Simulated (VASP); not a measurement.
# V (Im-3m) in VASP: single point with PBE

Aim: the single point of V with PBE.

Program: VASP 6.6.1. These are calculated values, not measurements. Logs are shortened: lines on timing, memory, paths and dates and some standing lists are left out, and cuts for length are marked.

## Step 1: The cell of the first run

The structure is cubic, space group Im-3m (No. 229). The conventional cell has a = 2.996 Å, b = 2.996 Å, c = 2.996 Å, α = 90.00°, β = 90.00°, γ = 90.00°. Within 3.4 Å of V (site symmetry m-3m) lie 14 V at 2.59 to 3.00 Å.

## Step 2: Single point, PBE, collinear spin, ferromagnetic start

INCAR

```
SYSTEM = V
PREC     = Accurate       ! precision mode
ENCUT    = 520            ! plane-wave cutoff, eV
EDIFF    = 1E-6           ! SCF threshold, eV
ISMEAR   = 0              ! smearing method
SIGMA    = 0.05           ! smearing width, eV
LREAL    = .False.        ! projectors in reciprocal space
LASPH    = .True.         ! aspherical terms in the spheres
NELM     = 150            ! most SCF steps
ALGO     = Normal         ! electronic algorithm
ISIF     = 2              ! what is computed and relaxed
LWAVE    = .False.        ! write WAVECAR
LCHARG   = .True.         ! write CHGCAR
ISPIN    = 2              ! spin polarisation
MAGMOM   = 1.5 1.5        ! initial moments
LORBIT   = 11             ! projections on sites
LMAXMIX  = 4              ! l up to which the mixer works
GGA      = PE             ! functional
LELF     = .True.         ! ELF
LVHAR    = .True.       
NBANDS   = 24             ! bands
```

KPOINTS

```
regular mesh
0
Gamma
  8 8 8
  0 0 0
```

POSCAR

```
V
1.0
    2.9956345200      0.0000000000      0.0000000000
    0.0000000000      2.9956345200      0.0000000000
    0.0000000000      0.0000000000      2.9956345200
V
2
Direct
    0.0000000000      0.0000000000      0.0000000000
    0.5000000000      0.5000000000      0.5000000000
```

Potentials or basis: VASP PAW PBE potentials, release 64 (V_sv).

On the command line:

```sh
$ cat potpaw_PBE.64/V_sv/POTCAR > POTCAR
$ mpirun -np 1 vasp_std > vasp.out
```

OUTCAR:

```text
SYSTEM = V
   PREC = Accurate
   ENCUT = 520
   EDIFF = 1E-6
   ISMEAR = 0
   LREAL = .False.
   LASPH = .True.
   NELM = 150
   ISIF = 2
   ISPIN = 2
   LORBIT = 11
   GGA = PE

 ion  position               nearest neighbor table
   1  0.000  0.000  0.000-   2 2.59   2 2.59   2 2.59   2 2.59   2 2.59   2 2.59   2 2.59   2 2.59

   2  0.500  0.500  0.500-   1 2.59   1 2.59   1 2.59   1 2.59   1 2.59   1 2.59   1 2.59   1 2.59

  LATTYP: Found a simple cubic cell.
 ALAT       =     2.9956345200

  Lattice vectors:

 A1 = (   2.9956345200,   0.0000000000,   0.0000000000)
 A2 = (   0.0000000000,   2.9956345200,   0.0000000000)
 A3 = (   0.0000000000,   0.0000000000,   2.9956345200)

Analysis of symmetry for initial positions (statically):
=====================================================================
 Subroutine PRICEL returns following result:

  LATTYP: Found a body centered cubic cell.
 ALAT       =     2.9956345200
[... 12 lines left out ...]
 Subroutine GETGRP returns: Found 48 space group operations
 (whereof 48 operations were pure point group operations)
 out of a pool of 48 trial point group operations.

The static configuration has the point symmetry O_h .

Analysis of symmetry for dynamics (positions and initial velocities):
=====================================================================
 Subroutine PRICEL returns following result:

  LATTYP: Found a body centered cubic cell.
 ALAT       =     2.9956345200
[... 12 lines left out ...]
 Subroutine GETGRP returns: Found 48 space group operations
 (whereof 48 operations were pure point group operations)
 out of a pool of 48 trial point group operations.

The dynamic configuration has the point symmetry O_h .

Analysis of structural, dynamic, and magnetic symmetry:
=====================================================================
 Subroutine PRICEL returns following result:

  LATTYP: Found a body centered cubic cell.
 ALAT       =     2.9956345200
[... 12 lines left out ...]
 Subroutine GETGRP returns: Found 48 space group operations
 (whereof 48 operations were pure point group operations)
 out of a pool of 48 trial point group operations.

The overall configuration has the point symmetry O_h .

 Subroutine INISYM returns: Found 48 space group operations
 (whereof 48 operations are pure point group operations),
 and found     2 'primitive' translations

----------------------------------------------------------------------------------------

                                     Primitive cell

  volume of cell :      13.4412

  direct lattice vectors                    reciprocal lattice vectors
     1.497817260  1.497817260 -1.497817260     0.333819094  0.333819094  0.000000000
    -1.497817260  1.497817260  1.497817260    -0.000000000  0.333819094  0.333819094
[... 104 lines left out ...]
  volume/ion in A,a.u.               =      13.44        90.71
  Fermi-wavevector in a.u.,A,eV,Ry     =   1.618989  3.059445 35.662558  2.621124
  Thomas-Fermi vector in A             =   2.713162
   LORBIT       =     11    0 simple, 1 ext, 2 COOP (PROOUT), +10 PAW based schemes
   GGA     = PE    functional components
   LHFCALC =     F    Hartree Fock is set to
   AEXX    =    0.0000 exact exchange contribution
   IVDW    =     0    specifies the selected vdW correction
   LEPSILON=     F    determine dielectric tensor
   LRPA    =     F    only Hartree local field effects (RPA)
 spin polarized calculation
 Gauss-broadening in eV      SIGMA  =   0.05
  energy-cutoff  :      520.00
  volume of cell :       26.88
 maximum number of plane-waves:       739
 NGX is ok and might be reduce to    24
   NGX = 11   NGY = 11   NGZ = 11

 number of electron      25.9999988 magnetization       0.1736904

 Free energy of the ion-electron system (eV)
  ---------------------------------------------------
  ext. energy  EPLUGINS =         0.00000000
  ---------------------------------------------------
  free energy    TOTEN  =       -17.98087870 eV

  energy without entropy =      -17.97596649  energy(sigma->0) =      -17.97842260

 E-fermi :   9.7373     XC(G=0): -12.9155

 val. band max:        9.7134800292   @ k =   0.3750   0.1250   0.0000
 cond. band min:       9.7448372240   @ k =   0.2500   0.2500   0.1250
 fundamental gap:      0.0313571948
 Fermi energy:         9.7372651065

 spin component 1

 k-point     1 :       0.0000    0.0000    0.0000
  band No.  band energies     occupation
      1     -54.0148      1.00000
      2     -53.6782      1.00000
      3     -27.9302      1.00000
      4     -27.9302      1.00000
      5     -27.9302      1.00000
      6     -27.3121      1.00000
[... 637 lines left out ...]
     23      25.0100      0.00000
     24      25.0100      0.00000

 [... further k-points ...]

 spin component 2

 k-point     1 :       0.0000    0.0000    0.0000
  band No.  band energies     occupation
      1     -53.9440      1.00000
      2     -53.6074      1.00000
      3     -27.8593      1.00000
      4     -27.8593      1.00000
      5     -27.8593      1.00000
      6     -27.2418      1.00000
[... 637 lines left out ...]
     23      25.0440      0.00000
     24      25.0440      0.00000

 [... further k-points ...]
[... 5 lines left out ...]
  --------------------------------------------------------------------------------------
  -------------------------------------------------------------------------------------
  Total        0.0494649      0.0494649      0.0494649      0.0000000      0.0000000      0.0000000
  in kB        2.9480942      2.9480942      2.9480942      0.0000000      0.0000000      0.0000000
  external PRESSURE =       2.9480942 kB  Pullay stress =       0.0000000 kB

 VOLUME and BASIS-vectors are now :
 -----------------------------------------------------------------------------
  energy-cutoff  :      520.00
  volume of cell :       26.88
      direct lattice vectors                 reciprocal lattice vectors
     2.995634520  0.000000000  0.000000000     0.333819094  0.000000000  0.000000000
     0.000000000  2.995634520  0.000000000     0.000000000  0.333819094  0.000000000
     0.000000000  0.000000000  2.995634520     0.000000000  0.000000000  0.333819094

 POSITION                                       TOTAL-FORCE (eV/Angst)
 -----------------------------------------------------------------------------------
      0.00000      0.00000      0.00000        -0.000000     -0.000000      0.000000
      1.49782      1.49782      1.49782         0.000000      0.000000     -0.000000
 -----------------------------------------------------------------------------------
    total drift:                                0.000000      0.000000     -0.000000

  FREE ENERGIE OF THE ION-ELECTRON SYSTEM (eV)
  ---------------------------------------------------
  free  energy   TOTEN  =       -17.9808787003 eV

  energy  without entropy=      -17.9759664931  energy(sigma->0) =      -17.97842260

 total charge

# of ion       s       p       d       tot
------------------------------------------
    1        2.341   6.222   3.092  11.656
    2        2.341   6.222   3.092  11.656
--------------------------------------------------
tot          4.683  12.443   6.185  23.311

 magnetization (x)

# of ion       s       p       d       tot
------------------------------------------
    1        0.001   0.002   0.074   0.077
    2        0.001   0.002   0.074   0.077
--------------------------------------------------
tot          0.001   0.005   0.149   0.155
```

OSZICAR:

```text
N       E                     dE             d eps       ncg     rms          rms(c)
DAV:   1     0.288382294984E+03    0.28838E+03   -0.14147E+04  3360   0.124E+03
DAV:   2    -0.123041893042E+02   -0.30069E+03   -0.29075E+03  3496   0.411E+02
DAV:   3    -0.200728058165E+02   -0.77686E+01   -0.77410E+01  3760   0.767E+01
DAV:   4    -0.201226582274E+02   -0.49852E-01   -0.49849E-01  3856   0.658E+00
DAV:   5    -0.201233450001E+02   -0.68677E-03   -0.68677E-03  3736   0.710E-01    0.269E+01
DAV:   6    -0.179540231660E+02    0.21693E+01   -0.58221E+00  3544   0.285E+01    0.334E+00
DAV:   7    -0.179831906877E+02   -0.29168E-01   -0.25168E-01  3688   0.420E+00    0.260E+00
DAV:   8    -0.179852950246E+02   -0.21043E-02   -0.10719E-02  3512   0.109E+00    0.115E+00
DAV:   9    -0.179798869586E+02    0.54081E-02   -0.32080E-03  3656   0.592E-01    0.361E-01
DAV:  10    -0.179806425967E+02   -0.75564E-03   -0.18400E-03  3544   0.388E-01    0.126E-01
DAV:  11    -0.179808276948E+02   -0.18510E-03   -0.19509E-04  3576   0.113E-01    0.517E-02
DAV:  12    -0.179808689503E+02   -0.41255E-04   -0.22377E-05  3800   0.352E-02    0.218E-02
DAV:  13    -0.179808758092E+02   -0.68590E-05   -0.41298E-06  3096   0.125E-02    0.101E-02
DAV:  14    -0.179808780583E+02   -0.22490E-05   -0.59048E-06  3016   0.128E-02    0.300E-03
DAV:  15    -0.179808787003E+02   -0.64204E-06   -0.25499E-07  1712   0.529E-03
   1 F= -.17980879E+02 E0= -.17978423E+02  d E =-.491221E-02  mag=     0.1736
```

stdout:

```text
POSCAR found type information on POSCAR V
 POSCAR found :  1 types and       2 ions
 scaLAPACK will be used
 LDA part: xc-table for (Slater+PW92), standard interpolation
 POSCAR, INCAR and KPOINTS ok, starting setup
 FFT: planning ... GRIDC
 FFT: planning ... GRID_SOFT
 FFT: planning ... GRID
 WAVECAR not read
 entering main loop
```

Run time: 25 s. Hardware: 1 thread of AMD EPYC 9R45 (Zen 5), shared host; peak memory 0.13 GiB.

Results:

- Free energy: -17.9809 eV
- Pressure: 0.3 GPa
- Net moment: 0.17 μB per cell
- Site moments: V +0.08 μB
- Valence electrons inside the program's atomic spheres: V 11.66

Levels at points of the mesh, in eV from the Fermi level:
Spin up:
| k point | band 11 | band 12 | band 13 | band 14 | band 15 | band 16 |
| --- | --- | --- | --- | --- | --- | --- |
| (0.00, 0.00, 0.00) | -3.02 | 0.37 | 0.37 | 0.37 | 2.41 | 2.41 |
| (0.50, 0.00, 0.00) | -0.58 | -0.58 | 0.80 | 0.80 | 0.80 | 0.80 |
| (0.50, 0.50, 0.00) | -1.18 | -1.18 | 1.62 | 1.62 | 2.40 | 2.40 |
| (0.50, 0.50, 0.50) | -1.16 | -1.16 | -1.16 | -1.16 | 2.83 | 2.83 |
Spin down:
| k point | band 8 | band 9 | band 10 | band 11 | band 12 | band 13 | band 14 | band 15 | band 16 | band 17 |
| --- | --- | --- | --- | --- | --- | --- | --- | --- | --- | --- |
| (0.00, 0.00, 0.00) | -36.98 | -6.57 | -2.99 | -2.99 | 0.46 | 0.46 | 0.46 | 2.44 | 2.44 | 3.78 |
| (0.50, 0.00, 0.00) | -37.28 | -2.89 | -2.89 | -0.55 | -0.55 | 0.89 | 0.89 | 0.89 | 0.89 | 2.01 |
| (0.50, 0.50, 0.00) | -36.99 | -3.15 | -3.15 | -1.09 | -1.09 | 1.66 | 1.66 | 2.45 | 2.45 | 2.81 |
| (0.50, 0.50, 0.50) | -37.43 | -1.08 | -1.08 | -1.08 | -1.08 | -1.08 | -1.08 | 2.87 | 2.87 | 2.87 |
